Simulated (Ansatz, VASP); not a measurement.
**One calculation of Zn, two programs**

```
Zn
1.0
    -1.57943    1.57943    1.57943
     1.57943   -1.57943    1.57943
     1.57943    1.57943   -1.57943
Zn
1
Direct
  0.00000 0.00000 0.00000
```

Alike in both runs: task single point; functional HSE06; k mesh 8 × 8 × 8; occupations fermi-dirac, width 0.05 eV; no spin polarisation.

|  | VASP | Ansatz |
| --- | --- | --- |
| version | VASP 6.6.1 | Ansatz 0.2.0 |
| potentials or method | VASP PAW PBE potentials, release 64 (Zn) | Ansatz PAW |
| plane-wave cutoff (eV) | 520 | 420 |
| valence electrons in the cell | 12 | 12 |

Ansatz gave:

| Property | Result |
| --- | --- |
| gap on the k mesh at the Fermi level (eV) | none |
| pressure (GPa) | -2.7 |

**Question.** Estimate VASP's values.

**Answer.** gap on the k mesh at the Fermi level (eV): none; pressure (GPa): -2.8.

A gap of «none» marks a metal or a gap that the smearing closes. The functional is the same, so the differences come from potentials, cutoffs and numerics.
